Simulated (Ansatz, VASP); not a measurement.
# Two plane-wave programs on W

```
CELL_PARAMETERS angstrom
-1.51744 1.51744 1.59730
1.51744 -1.51744 1.59730
1.51744 1.51744 -1.59730
ATOMIC_POSITIONS crystal
W 0.00000 0.00000 0.00000
```

Change from the starting cell: strain -0.050 along x and y, +0.000 along z, atoms carried along.

Alike in both runs: task single point; functional PBE; k mesh 20 × 20 × 20; occupations fermi-dirac, width 0.4 eV; no spin polarisation.

|  | VASP | Ansatz |
| --- | --- | --- |
| version | VASP 6.6.1 | Ansatz 0.2.0 |
| potentials or method | VASP PAW PBE potentials, release 64 (W_sv), cutoff 520 eV | scalar-relativistic, plane waves, PAW |
| valence electrons in the cell | 14 | 14 |

```tsv
	VASP	Ansatz	Ansatz less VASP
gap on the k mesh at the Fermi level (eV)	none	none	-
pressure (GPa)	36.3	35.3	-1.02
traceless stress, the component that is largest in VASP (GPa)	-10.90	-10.90	+0.004
```

A gap of «none» marks a metal or a gap that the smearing closes. Both programs put the cell under a high pressure, so it lies far from rest at this level.

Neither program's run includes spin-orbit coupling.
